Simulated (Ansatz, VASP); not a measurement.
## Two plane-wave programs on PbS

INCAR

```
SYSTEM = PbS
ALGO = Normal
EDIFF = 1E-7
ENCUT = 520
GGA = PE
ISIF = 2
ISMEAR = 0
LASPH = .True.
LCHARG = .False.
LREAL = .False.
LWAVE = .False.
NBANDS = 28
NELM = 60
PREC = Accurate
SIGMA = 0.1
```

File KPOINTS:

```
k-points
0
Gamma
  4 4 4
  0 0 0
```

POSCAR

```
PbS
1.0
    2.9465302766     -2.9549949698      0.0000000000
    2.9465302766      2.9549949698      0.0000000000
    0.0000000000      0.0000000000      6.4906965118
Pb S
2 2
Direct
    0.2486914526      0.7513085474      0.2825838963
    0.7513085474      0.2486914526      0.7825838963
    0.7425387900      0.2574612100      0.2174268808
    0.2574612100      0.7425387900      0.7174268808
```

Input for Ansatz:

```yaml
crystal:
  lattice:
    - [2.9465302766, -2.9549949698, 0.0]
    - [2.9465302766, 2.9549949698, 0.0]
    - [0.0, 0.0, 6.4906965118]
  atoms:
    - { symbol: Pb, position: [0.2486914526, 0.7513085474, 0.2825838963] }
    - { symbol: Pb, position: [0.7513085474, 0.2486914526, 0.7825838963] }
    - { symbol: S, position: [0.74253879, 0.25746121, 0.2174268808] }
    - { symbol: S, position: [0.25746121, 0.74253879, 0.7174268808] }
basis:
  ecutwfc: 420
kpoints:
  mp_grid: { grid: [4, 4, 4] }
hamiltonian:
  xc: pbe
scf:
  occupations: { method: gaussian, width: 0.1 }
  lower_state_search: "off"
output:
  forces: true
  stress: true
  eigenvalues: true
```

Change from the starting cell: the structure that the rattled cell fell into.

Alike in both runs: task single point; functional PBE; k mesh 4 × 4 × 4; occupations gaussian, width 0.1 eV; no spin polarisation.

|  | VASP | Ansatz |
| --- | --- | --- |
| version | VASP 6.6.1 | Ansatz 0.2.0 |
| potentials or method | VASP PAW PBE potentials, release 64 (Pb_d, S), cutoff 520 eV | scalar-relativistic, plane waves, PAW |
| valence electrons in the cell | 40 | 40 |

VASP gave:

- gap on the k mesh at the Fermi level (eV): 1.24
- least direct gap on the mesh (eV): 1.47
- pressure (GPa): 0.0
- traceless stress, the component that is largest in VASP (GPa): -1.96
- rms of the force components (eV/Å): 0.024

**Question.** Estimate Ansatz's values.

**Answer.** gap on the k mesh at the Fermi level (eV): 1.24; least direct gap on the mesh (eV): 1.47; pressure (GPa): 0.1; traceless stress, the component that is largest in VASP (GPa): -1.97; rms of the force components (eV/Å): 0.024.

Atom by atom the forces differ by 0.001 eV/Å (rms over components).

Neither program's run includes spin-orbit coupling.
